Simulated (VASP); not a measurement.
Input of a VASP 6.6.1 run:

Contents of INCAR:

```
  ALGO = Normal
  EDIFF = 1E-7
  EDIFFG = -0.005
  ENCUT = 600
  GGA = PS
  IBRION = 2
  ISIF = 3
  ISMEAR = 0
  LASPH = T
  LCHARG = F
  LREAL = F
  LWAVE = F
  NELM = 60
  NSW = 100
  PREC = Accurate
  SIGMA = 0.02
```

KPOINTS

```
k-points
0
Gamma
  8 8 8
```

POSCAR

```
BaTiO3
1.0
    4.0060000000      0.0000000000      0.0000000000
    0.0000000000      4.0060000000      0.0000000000
    0.0000000000      0.0000000000      4.0060000000
Ba Ti O
1 1 3
Direct
    0.5000000000      0.5000000000      0.5000000000
    0.0000000000      0.0000000000      0.0000000000
    0.5000000000      0.0000000000      0.0000000000
    0.0000000000      0.5000000000      0.0000000000
    0.0000000000      0.0000000000      0.5000000000
```

Potentials or basis: VASP PAW PBE potentials, release 64 (Ba_sv, Ti_sv, O).

The run is started by

```sh
$ cat potpaw_PBE.64/Ba_sv/POTCAR potpaw_PBE.64/Ti_sv/POTCAR potpaw_PBE.64/O/POTCAR > POTCAR
$ mpirun -np 1 vasp_std > vasp.out
```

**Question.** Estimate the relaxed cell.

**Answer.** a = 3.983 Å, b = 3.983 Å, c = 3.983 Å, α = 90.00°, β = 90.00°, γ = 90.00°.

**Question.** Predict the space group after relaxing (to 0.05 Å).

**Answer.** Pm-3m (No. 221).

**Question.** Estimate the band gap on the k mesh.

**Answer.** 1.73 eV, indirect (least direct gap 1.86 eV).

Step by step:
```
step  energy change (eV)  largest force (eV/Å)  pressure (GPa)  volume (Å³)
   1              0.0000                0.0000           -2.94        64.29
   2              0.0001                0.0000            3.16        62.12
   3             -0.0103                0.0000            0.00        63.19
```

Caveat: the PAW data sets were made with another functional, which shifts forces and pressure a little; spin-orbit coupling is left out, which moves the levels of the heavy elements. Expect the measured gap to be larger: semilocal functionals such as PBEsol lack the derivative discontinuity.
